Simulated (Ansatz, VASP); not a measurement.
## Be2Se: VASP beside Ansatz

```xyz
6
Lattice="4.5117 0.0000 0.0000 0.0000 3.9393 0.0000 -0.3363 0.0000 5.6774" Properties=species:S:1:pos:R:3 pbc="T T T"
Be    2.2559    0.0000    0.0000
Be    2.0877    0.0000    2.8387
Be   -0.0841    2.9993    1.4193
Be   -0.2522    0.9400    4.2580
Se    0.0000    1.9697    0.0000
Se   -0.1682    1.9697    2.8387
```

Alike in both runs: task relaxation of cell and atoms; functional PBE; k mesh 4 × 4 × 3; occupations gaussian, width 0.2 eV; no spin polarisation.

|  | VASP | Ansatz |
| --- | --- | --- |
| version | VASP 6.6.1 | Ansatz 0.2.0 |
| potentials or method | VASP PAW PBE potentials, release 64 (Be, Se), cutoff 600 eV | scalar-relativistic, plane waves, PAW |
| valence electrons in the cell | 20 | 40 |

|  | VASP | Ansatz | Ansatz less VASP |
| --- | --- | --- | --- |
| gap on the k mesh at the Fermi level, each at its own relaxed structure (eV) | none | none | - |
| relaxed volume (Å³/atom) | 13.68 | 13.68 | +0.003 |
| relaxed cell length with the largest relative difference (Å) | 3.570 | 3.602 | +0.0313 |

A gap of «none» marks a metal or a gap that the smearing closes. VASP's potentials hold 20 valence electrons a cell and Ansatz's 40, so a difference there can come from the potentials and not from the codes.

The k mesh is coarse, so the values compare programs but aren't converged. Noted on VASP's run: the volume moved by over 15 % at a fixed basis, so the end points are rough.
